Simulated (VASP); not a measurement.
Runs of VASP 6.6.1 on BaHg. The structure is that of space group Fm-3m (No. 225), or close to it. The cells are those of the table. 

```csv
task,cell,cutoff (eV),gap on the mesh (eV),pressure (GPa)
relaxation of cell and atoms,"relaxed from a = 4.808 Å, angles 60.0°, 2 atoms",600,none,0.0
single point,"a = 4.784 Å, angles 60.0°, 2 atoms",520,none,(a)
single point,"a = 4.832 Å, angles 60.0°, 2 atoms",520,none,0.0
single point,"a = 4.808 Å, angles 60.0°, 2 atoms",520,none,0.3
```

Alike in all rows: level LDA; potentials or basis VASP PAW LDA potentials, release 64 (Ba_sv, Hg); no spin polarisation; k mesh 5 × 5 × 5; smearing gaussian 0.1 eV.

Question: Fill in the values left out.

Answer: (a) 0.7.

Caveats: spin-orbit coupling is left out, which moves the levels of the heavy elements.

A k mesh can miss the band edges, and the runs leave out spin-orbit coupling on Ba, Hg.

A gap of «none» marks levels without a gap at the run's occupations.
